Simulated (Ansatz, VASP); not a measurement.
**One calculation of AlNi, two programs**

Contents of INCAR:

```
ALGO = Fast
EDIFF = 1E-6
ENCUT = 520
GGA = PE
ISIF = 2
ISMEAR = 0
ISPIN = 2
LASPH = T
LCHARG = F
LMAXMIX = 4
LORBIT = 11
LREAL = F
LWAVE = F
MAGMOM = 1 0
NBANDS = 18
NELM = 150
PREC = Accurate
SIGMA = 0.011
```

Contents of KPOINTS:

```
k-points
0
Gamma
  9 9 9
```

Contents of POSCAR:

```
AlNi
1.0
    2.8810000000      0.0000000000      0.0000000000
    0.0000000000      2.8810000000      0.0000000000
    0.0000000000      0.0000000000      2.8810000000
Ni Al
1 1
Direct
    0.5000000000      0.5000000000      0.5000000000
    0.0000000000      0.0000000000      0.0000000000
```

File input.yaml:

```yaml
crystal:
  lattice:
    - [2.881, 0.0, 0.0]
    - [0.0, 2.881, 0.0]
    - [0.0, 0.0, 2.881]
  atoms:
    - { symbol: Ni, position: [0.5, 0.5, 0.5], spin: 1.0 }
    - { symbol: Al, position: [0.0, 0.0, 0.0] }
kpoints:
  mp_grid: { grid: [9, 9, 9] }
scf:
  occupations: { method: gaussian, width: 0.011 }
hamiltonian:
  xc: pbe
  pseudopotentials: { kind: all_electron, lapw: { basis_error: 0.001 } }
magnetization:
  spin_polarized: true
output:
  forces: true
  stress: true
  eigenvalues: true
```

Alike in both runs: task single point; functional PBE; k mesh 9 × 9 × 9; occupations gaussian, width 0.011 eV; collinear spin.

```csv
,VASP,Ansatz
version,VASP 6.6.1,Ansatz 0.2.0
potentials or method,"VASP PAW PBE potentials, release 64 (Ni, Al), cutoff 520 eV","all-electron LAPW, scalar-relativistic"
```

|  | VASP | Ansatz | Ansatz less VASP |
| --- | --- | --- | --- |
| gap on the k mesh at the Fermi level (eV) | none | none | - |
| pressure (GPa) | 1.8 | 1.9 | +0.03 |
| net moment per atom (μB) | 0.00 | 0.00 | 0.000 |

A gap of «none» marks a metal or a gap that the smearing closes. Ansatz ran all-electron here, and VASP with PAW potentials.
